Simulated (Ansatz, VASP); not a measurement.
**One calculation of AlP, two programs**

```
Al P
1.0
     0.00000    2.73525    2.73525
     2.73525    0.00000    2.73525
     2.73525    2.73525    0.00000
Al P
1 1
Cartesian
  0.0000 0.0000 0.0000
  1.3676 1.3676 1.3676
```

Alike in both runs: functional PBEsol; k mesh 8 × 8 × 8; occupations gaussian, width 0.02 eV; no spin polarisation.

Ansatz relaxed the structure, and its values are those at the end. VASP's run is a single point on that final structure, the one shown.

|  | VASP | Ansatz |
| --- | --- | --- |
| version | VASP 6.6.1 | Ansatz 0.2.0 |
| potentials or method | VASP PAW PBE potentials, release 64 (Al, P), cutoff 500 eV | scalar-relativistic, plane waves, PAW |
| valence electrons in the cell | 8 | 8 |

```csv
,VASP,Ansatz,Ansatz less VASP
gap on the k mesh at the Fermi level (eV),1.45,1.45,+0.003
least direct gap on the mesh (eV),3.15,3.15,-0.006
pressure (GPa),0.0,0.0,-0.03
```

VASP's potentials were made for PBE, not for PBEsol.
